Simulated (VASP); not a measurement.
# PtSe2 in VASP: a series of runs, part 2 of 2

VASP 6.6.1. Earlier steps stand in the parts before.

### 4 Single point, r2SCAN

This run uses another cell than the first one.

Input file POSCAR:

```
PtSe2
1.0
    3.7027558108      0.0000000000      0.0000000000
   -1.8513779054      3.2066805961      0.0000000000
    0.0000000000      0.0000000000     31.1215005226
Se Pt
2 1
Direct
    0.6666666667      0.3333333333      0.4576402051
    0.3333333333      0.6666666667      0.5423597949
    0.0000000000      0.0000000000      0.5000000000
```

Input file INCAR.step1:

```
  PREC = Accurate
  ENCUT = 520
  ISMEAR = 0
  SIGMA = 0.02
  LREAL = False
  LASPH = True
  NELM = 80
  LDIPOL = True
  IDIPOL = 3
  DIPOL = 0.5 0.5 0.500
  NBANDS = 18
  GGA = PE
  ALGO = Normal
  EDIFF = 1E-4
  LWAVE = True
  LCHARG = False
```

Input file INCAR.step2:

```
  PREC = Accurate
  ENCUT = 520
  EDIFF = 1E-6
  ISMEAR = 0
  SIGMA = 0.02
  LREAL = False
  LASPH = True
  NELM = 80
  ALGO = Normal
  ISIF = 2
  LWAVE = False
  LCHARG = False
  LDIPOL = True
  IDIPOL = 3
  DIPOL = 0.5 0.5 0.500
  METAGGA = R2SCAN
  LMIXTAU = True
  NBANDS = 18
  ISTART = 1
```

Input file KPOINTS:

```
regular mesh
0
Gamma
  9 9 1
```

Potentials or basis: VASP PAW PBE potentials, release 64 (Se, Pt).

Started as:

```bash
$ cat potpaw_PBE.64/Se/POTCAR potpaw_PBE.64/Pt/POTCAR > POTCAR
$ cp INCAR.step1 INCAR
$ mpirun -np 1 vasp_std > vasp.out
$ cp INCAR.step2 INCAR
$ mpirun -np 1 vasp_std > vasp.out
```

OUTCAR:

```text
PREC = Accurate
   ENCUT = 520
   EDIFF = 1E-6
   ISMEAR = 0
   LREAL = False
   LASPH = True
   NELM = 80
   ISIF = 2
   METAGGA = R2SCAN
   ISTART = 1

 ion  position               nearest neighbor table
   1  0.667  0.333  0.458-   3 2.51   3 2.51   3 2.51
   2  0.333  0.667  0.542-   3 2.51   3 2.51   3 2.51
   3  0.000  0.000  0.500-   1 2.51   2 2.51   2 2.51   1 2.51   1 2.51   2 2.51

  LATTYP: Found a hexagonal cell.
 ALAT       =     3.7027558108
 C/A-ratio  =     8.4049562307

  Lattice vectors:

 A1 = (   3.7027558108,   0.0000000000,   0.0000000000)
 A2 = (  -1.8513779054,   3.2066805961,   0.0000000000)
 A3 = (   0.0000000000,   0.0000000000,  31.1215005226)

Analysis of symmetry for initial positions (statically):
=====================================================================
 Subroutine PRICEL returns:
 Original cell was already a primitive cell.

 Routine SETGRP: Setting up the symmetry group for a
 hexagonal supercell.

 Subroutine GETGRP returns: Found 12 space group operations
 (whereof 12 operations were pure point group operations)
 out of a pool of 24 trial point group operations.

The static configuration has the point symmetry D_3d.

Analysis of symmetry for dynamics (positions and initial velocities):
=====================================================================
 Subroutine PRICEL returns:
 Original cell was already a primitive cell.

 Routine SETGRP: Setting up the symmetry group for a
 hexagonal supercell.

 Subroutine GETGRP returns: Found 12 space group operations
 (whereof 12 operations were pure point group operations)
 out of a pool of 24 trial point group operations.

The dynamic configuration has the point symmetry D_3d.

 Subroutine INISYM returns: Found 12 space group operations
 (whereof 12 operations are pure point group operations),
 and found     1 'primitive' translations

----------------------------------------------------------------------------------------

                                     Primitive cell

  volume of cell :     369.5229

  direct lattice vectors                    reciprocal lattice vectors
     3.702755811  0.000000000  0.000000000     0.270069119  0.155924479  0.000000000
    -1.851377905  3.206680596  0.000000000     0.000000000  0.311848957  0.000000000
     0.000000000  0.000000000 31.121500523     0.000000000  0.000000000  0.032132127

  length of vectors
     3.702755811  3.702755811 31.121500523     0.311848957  0.311848957  0.032132127

  position of ions in fractional coordinates (direct lattice)
     0.666666667  0.333333333  0.457640205
     0.333333333  0.666666667  0.542359795
     0.000000000  0.000000000  0.500000000

  ion indices of the primitive-cell ions
   primitive index   ion index
                 1           1
                 2           2
                 3           3

----------------------------------------------------------------------------------------

 KPOINTS: regular mesh

Automatic generation of k-mesh.
 Grid dimensions read from file:
 generate k-points for:    9    9    1

 Generating k-lattice:

  Cartesian coordinates                     Fractional coordinates (reciprocal lattice)
     0.030007680  0.017324942  0.000000000     0.111111111  0.000000000  0.000000000
     0.000000000  0.034649884  0.000000000     0.000000000  0.111111111  0.000000000
     0.000000000  0.000000000  0.032132127     0.000000000  0.000000000  1.000000000

  Length of vectors
     0.034649884  0.034649884  0.032132127

  Shift w.r.t. Gamma in fractional coordinates (k-lattice)
     0.000000000  0.000000000  0.000000000

 Subroutine IBZKPT returns following result:
 ===========================================

 Found     12 irreducible k-points:

 Following reciprocal coordinates:
            Coordinates               Weight
  0.000000  0.000000  0.000000      1.000000
  0.111111 -0.000000  0.000000      6.000000
  0.222222 -0.000000  0.000000      6.000000
  0.333333 -0.000000  0.000000      6.000000
  0.444444 -0.000000  0.000000      6.000000
  0.111111  0.111111  0.000000      6.000000
  0.222222  0.111111  0.000000     12.000000
  0.333333  0.111111  0.000000     12.000000
  0.444444  0.111111  0.000000      6.000000
  0.222222  0.222222  0.000000      6.000000
  0.333333  0.222222  0.000000     12.000000
  0.333333  0.333333  0.000000      2.000000
   k-points           NKPTS =     12   k-points in BZ     NKDIM =     12   number of bands    NBANDS=     18
   number of dos      NEDOS =    301   number of ions     NIONS =      3
   total plane-waves  NPLWV = 188160
   dimension x,y,z NGX =    28 NGY =   28 NGZ =  240
   dimension x,y,z NGXF=    56 NGYF=   56 NGZF=  480
   ions per type =               2   1
   NGX,Y,Z   is equivalent  to a cutoff of  12.57, 12.57, 12.82 a.u.
   NGXF,Y,Z  is equivalent  to a cutoff of  25.14, 25.14, 25.64 a.u.
 SYSTEM =  unknown system
   PREC   = accura    normal or accurate (medium, high low for compatibility)
   ISTART =      1    job   : 0-new  1-cont  2-samecut
   ICHARG =      0    charge: 1-file 2-atom 10-const
   ISPIN  =      1    spin polarized calculation?
   LNONCOLLINEAR =      F non collinear calculations
   LSORBIT =      F    spin-orbit coupling
   LASPH  =      T    aspherical Exc in radial PAW
   ENCUT  =  520.0 eV  38.22 Ry    6.18 a.u.   6.88  6.88 57.87*2*pi/ulx,y,z
   NELM   =     80;   NELMIN=  2; NELMDL=  0     # of ELM steps
   EDIFF  = 0.1E-05   stopping-criterion for ELM
   LREAL  =      F    real-space projection
[... 7 lines left out ...]
   TEBEG  =    0.0;   TEEND  =   0.0 temperature during run
   PSTRESS=    0.0 pullay stress
   NELECT =      22.0000    total number of electrons
   NUPDOWN=      -1.0000    fix difference up-down
   EMIN   =  10.00;   EMAX   =-10.00  energy-range for DOS
   EFERMI =   0.00;   METHOD = LEGACY
   ISMEAR =     0;   SIGMA  =   0.02  broadening in eV -4-tet -1-fermi 0-gaus
   EFERMI_NEDOS =   21; number of points for ismear=-14 and -15
   IALGO  =     38    algorithm
   IMIX   =      4    mixing-type and parameters
     AMIX     =   0.40;   BMIX     =  1.00
     AMIX_MAG =   1.60;   BMIX_MAG =  1.00
  volume/ion in A,a.u.               =     123.17       831.22
  Fermi-wavevector in a.u.,A,eV,Ry     =   0.639247  1.208001  5.559838  0.408637
  Thomas-Fermi vector in A             =   1.704858
   LORBIT       =      0    0 simple, 1 ext, 2 COOP (PROOUT), +10 PAW based schemes
   METAGGA = R2SCAN    functional components
   LHFCALC =     F    Hartree Fock is set to
   AEXX    =    0.0000 exact exchange contribution
   IVDW    =     0    specifies the selected vdW correction
   LEPSILON=     F    determine dielectric tensor
   LRPA    =     F    only Hartree local field effects (RPA)
 non-spin polarized calculation
 Gauss-broadening in eV      SIGMA  =   0.02
  energy-cutoff  :      520.00
  volume of cell :      369.52
 maximum number of plane-waves:      9996
 NGX is ok and might be reduce to    28
   NGX = 13   NGY = 13   NGZ =115

 dipolmoment           0.000000      0.000000      0.000000 electrons x Angstroem

 number of electron      21.9999999 magnetization

 dipolmoment           0.000000      0.000000     -0.000000 electrons x Angstroem

 Free energy of the ion-electron system (eV)
  ---------------------------------------------------
  ext. energy  EPLUGINS =         0.00000000
  ---------------------------------------------------
  free energy    TOTEN  =       -81.44272938 eV

  energy without entropy =      -81.44272938  energy(sigma->0) =      -81.44272938

 E-fermi :  -4.0506     XC(G=0):  -2.1604

 val. band max:       -4.1384171261   @ k =   0.0000   0.0000   0.0000
 cond. band min:      -2.5479948747   @ k =   0.2222  -0.0000   0.0000
 fundamental gap:      1.5904222513
 Fermi energy:        -4.0505648309

 k-point     1 :       0.0000    0.0000    0.0000
  band No.  band energies     occupation
      1     -18.7307      2.00000
      2     -16.8496      2.00000
      3      -9.4800      2.00000
      4      -9.4430      2.00000
      5      -9.4430      2.00000
      6      -7.1652      2.00000
[... 229 lines left out ...]
      5      -9.2223      2.00000
      6      -7.7242      2.00000
[... 10 lines left out ...]
     17       5.4270      0.00000
     18       5.5909      0.00000

------------------------ aborting loop because EDIFF is reached ----------------------------------------

 vacuum level on the upper side and lower side of the slab       (xc-potential included)        -0.006        -0.006

  FORCE on cell =-STRESS in cart. coord.  units (eV):
  Direction    XX          YY          ZZ          XY          YZ          ZX
  --------------------------------------------------------------------------------------
  -------------------------------------------------------------------------------------
  Total        0.0314096      0.0314096      0.0130838      0.0000000      0.0000000      0.0000000
  in kB        0.1361855      0.1361855      0.0567288      0.0000000      0.0000000      0.0000000
  external PRESSURE =       0.1097000 kB  Pullay stress =       0.0000000 kB

 VOLUME and BASIS-vectors are now :
 -----------------------------------------------------------------------------
  energy-cutoff  :      520.00
  volume of cell :      369.52
      direct lattice vectors                 reciprocal lattice vectors
     3.702755811  0.000000000  0.000000000     0.270069119  0.155924479  0.000000000
    -1.851377905  3.206680596  0.000000000     0.000000000  0.311848957  0.000000000
     0.000000000  0.000000000 31.121500523     0.000000000  0.000000000  0.032132127

 POSITION                                       TOTAL-FORCE (eV/Angst)
 -----------------------------------------------------------------------------------
      1.85138      1.06889     14.24245        -0.000000      0.000000     -0.009338
     -0.00000      2.13779     16.87905         0.000000      0.000000      0.009338
      0.00000      0.00000     15.56075         0.000000      0.000000      0.000000
 -----------------------------------------------------------------------------------
    total drift:                               -0.000000     -0.000000      0.000000

  FREE ENERGIE OF THE ION-ELECTRON SYSTEM (eV)
  ---------------------------------------------------
  free  energy   TOTEN  =       -81.4427293843 eV

  energy  without entropy=      -81.4427293843  energy(sigma->0) =      -81.44272938

 vacuum level on the upper side and lower side of the slab         1.823         1.823
```

Run time: 4.1 min. Hardware: 1 thread of Intel Xeon 6975P-C (Granite Rapids), shared host; peak memory 0.52 GiB.

Results:

| Property | Result |
| --- | --- |
| Free energy | -81.4427 eV |
| Largest force | 0.009 eV/Å |
| Band gap on the k mesh | 1.59 eV (least direct gap 1.81 eV) |

Forces in eV/Å, atoms in the order of the input:
```
Se   0.000  0.000 -0.009
Se   0.000  0.000  0.009
Pt   0.000  0.000  0.000
```

Caveat: the PAW data sets were made with another functional, which shifts forces and pressure a little; spin-orbit coupling is left out, which moves the levels of the heavy elements.

### 5 Overview

| level | potentials or basis | cell | gap on the mesh (eV) | largest force (eV/Å) |
| --- | --- | --- | --- | --- |
| LDA | VASP PAW LDA potentials, release 64 (Se, Pt) | a = 3.707, b = 3.707, c = 31.122 Å, angles 90.0, 90.0, 120.0°, 3 atoms, atomic positions A | 1.28 | 0.59 |
| PBE | VASP PAW PBE potentials, release 64 (Se, Pt) | a = 3.748, b = 3.748, c = 31.122 Å, angles 90.0, 90.0, 120.0°, 3 atoms, atomic positions B | 1.38 | - |
| r2SCAN | VASP PAW PBE potentials, release 64 (Se, Pt) | a = 3.703, b = 3.703, c = 31.122 Å, angles 90.0, 90.0, 120.0°, 3 atoms, atomic positions A | 1.59 | 0.01 |

Alike in all rows: task single point; no spin polarisation; k mesh 9 × 9 × 1; cutoff (eV) 520; smearing gaussian 0.02 eV.

Caveats: spin-orbit coupling is left out, which moves the levels of the heavy elements; the PAW data sets were made with another functional, which shifts forces and pressure a little (at least some runs).

Absolute energies hang on the potentials; compare differences alone.
